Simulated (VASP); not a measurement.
SrTiO3, 5 atoms in the cell. The structure is cubic, space group Pm-3m (No. 221). Conventional cell: a = 3.936 Å, b = 3.936 Å, c = 3.936 Å, α = 90.00°, β = 90.00°, γ = 90.00°. Sr (site symmetry m-3m) has 12 O at 2.78 Å and 8 Ti at 3.41 Å within 3.7 Å. Within 2.6 Å of Ti (site symmetry m-3m) lie 6 O at 1.97 Å. Within 2.6 Å of O (site symmetry 4/mmm) lie 2 Ti at 1.97 Å. 

* Program: VASP 6.6.1
* Task: single point
* Functional: PBE
* Potentials or basis: VASP PAW PBE potentials, release 64 (Sr_sv, Ti_sv, O)
* Cutoff: 520 eV
* k mesh: 8 × 8 × 8
* Occupations: gaussian, width 0.02 eV
* Spin: no spin polarisation
* Dipole correction: no
* Further INCAR settings: ALGO = Normal; EDIFF = 1e-06; NBANDS = 28

Potentials or basis: VASP PAW PBE potentials, release 64 (Sr_sv, Ti_sv, O).

The run is started by

```sh
$ cat potpaw_PBE.64/Sr_sv/POTCAR potpaw_PBE.64/Ti_sv/POTCAR potpaw_PBE.64/O/POTCAR > POTCAR
$ mpirun -np 1 vasp_std > vasp.out
```

Hardware: 1 thread of Intel(R) Xeon(R) Platinum 8488C (Sapphire Rapids), with other jobs on the host.

Q: How long does it take, and how much memory?

A: Wall time 41 s on 1 thread of Intel(R) Xeon(R) Platinum 8488C (Sapphire Rapids) (shared host), peak memory 0.2 GiB. Counts: scf iterations 16, k points 35.
